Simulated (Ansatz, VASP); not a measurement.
Two plane-wave programs on MgH2

```
Mg H
1.0
     4.47696    0.00000    0.00000
     0.00000    4.47696    0.00000
     0.00000    0.00000    3.00752
Mg H
2 4
Direct
  0.00000 0.00000 0.00000
  0.50000 0.50000 0.50000
  0.30454 0.30454 0.00000
  0.19546 0.80454 0.50000
  0.69546 0.69546 0.00000
  0.80454 0.19546 0.50000
```

Alike in both runs: task relaxation of cell and atoms; functional PBEsol; k mesh 6 × 6 × 8; no spin polarisation.

|  | VASP | Ansatz |
| --- | --- | --- |
| version | VASP 6.6.1 | Ansatz 0.2.0 |
| potentials or method | VASP PAW PBE potentials, release 64 (Mg, H), cutoff 600 eV | scalar-relativistic, plane waves, PAW |
| occupations | gaussian, width 0.01 eV | fixed |
| valence electrons in the cell | 8 | 24 |

VASP gave:

* gap on the k mesh at the Fermi level, each at its own relaxed structure (eV): 3.58
* relaxed volume (Å³/atom): 10.02
* relaxed length of the cell vector where the two differ most in proportion (Å): 4.472

Problem. What did Ansatz give for the same quantities?

Solution. gap on the k mesh at the Fermi level, each at its own relaxed structure (eV): 3.57; relaxed volume (Å³/atom): 10.04; relaxed length of the cell vector where the two differ most in proportion (Å): 4.476.

VASP's potentials were made for PBE, not for PBEsol. VASP's potentials hold 8 valence electrons a cell and Ansatz's 24, so a difference there can come from the potentials and not from the codes.
